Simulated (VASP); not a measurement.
Runs of VASP 6.6.1 on ZnS. The structure is that of space group F-43m (No. 216), or close to it. The cells are those of the table. 

```tsv
task	cell	gap on the mesh (eV)	pressure (GPa)
single point	a = 3.857 Å, angles 60.0°, 2 atoms	(a)	-0.2
single point	a = 3.773 Å, angles 60.0°, 2 atoms	2.28	4.9
single point	a = 3.806 Å, angles 60.7°, 2 atoms	2.07	1.6
electric field gradients	a = 3.812 Å, angles 60.0°, 2 atoms	2.15	2.3
electric field gradients	a = 3.863, b = 3.863, c = 3.901 Å, angles 59.7, 59.7, 60.7°, 2 atoms	(c)	-1.2
electric field gradients	a = 3.760 Å, angles 60.0°, 2 atoms	2.33	(d)
electric field gradients	a = 3.747 Å, angles 60.0°, 2 atoms	2.38	(b)
single point	a = 3.850 Å, angles 60.0°, 2 atoms	2.02	0.1
```

Alike in all rows: level PBE; potentials or basis VASP PAW PBE potentials, release 64 (Zn, S); no spin polarisation; k mesh 8 × 8 × 8; cutoff (eV) 520; smearing fermi-dirac 0.01 eV.

**Question.** Estimate the missing entries.

**Answer.** (a) 1.99; (b) 6.9; (c) 1.89; (d) 5.9.

